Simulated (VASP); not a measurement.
Runs of VASP 6.6.1 on CsSnI3. The structure is that of space group Pm-3m (No. 221), or close to it. The cells are those of the table. 

```csv
task,level,potentials or basis,cell,cutoff (eV),smearing,gap on the mesh (eV),pressure (GPa),relaxed volume (Å³/atom)
single point,LDA,"VASP PAW LDA potentials, release 64 (Cs_sv, Sn_d, I)","a = 6.241 Å, 5 atoms",520,gaussian 0.01 eV,0.33,-1.5,-
single point,r2SCAN,"VASP PAW PBE potentials, release 64 (Cs_sv, Sn_d, I)","a = 6.241 Å, 5 atoms",520,gaussian 0.01 eV,0.50,0.0,-
single point,PBEsol,"VASP PAW PBE potentials, release 64 (Cs_sv, Sn_d, I)","a = 6.157 Å, 5 atoms",520,fermi-dirac 0.02 eV,(a),0.0,-
relaxation of cell and atoms,PBEsol,"VASP PAW PBE potentials, release 64 (Cs_sv, Sn_d, I)","relaxed from a = 6.298 Å, 5 atoms",600,fermi-dirac 0.02 eV,(b),0.0,(c)
relaxation of cell and atoms,PBE,"VASP PAW PBE potentials, release 64 (Cs_sv, Sn_d, I)","relaxed from a = 5.640 Å, 5 atoms",600,fermi-dirac 0.02 eV,0.50,0.0,50.09
single point,LDA,"VASP PAW LDA potentials, release 64 (Cs_sv, Sn_d, I)","a = 6.048 Å, 5 atoms",520,fermi-dirac 0.02 eV,none,0.0,-
single point,PBE,"VASP PAW PBE potentials, release 64 (Cs_sv, Sn_d, I)","a = 6.298 Å, 5 atoms",520,fermi-dirac 0.02 eV,0.49,0.0,-
single point,r2SCAN,"VASP PAW PBE potentials, release 64 (Cs_sv, Sn_d, I)","a = 6.241 Å, 5 atoms",520,fermi-dirac 0.02 eV,0.50,0.0,-
```

Alike in all rows: no spin polarisation; k mesh 4 × 4 × 4.

**Question.** Fill in the values left out.

**Answer.** (a) 0.14; (b) 0.15; (c) 46.73.

Caveats: spin-orbit coupling is left out, which moves the levels of the heavy elements; the PAW data sets were made with another functional, which shifts forces and pressure a little (at least some runs); the volume moved by over 15 % at a fixed basis, so the end points are rough (at least some runs).

A k mesh can miss the band edges, and the runs leave out spin-orbit coupling on Cs, I, Sn.

A gap of «none» marks levels without a gap at the run's occupations.
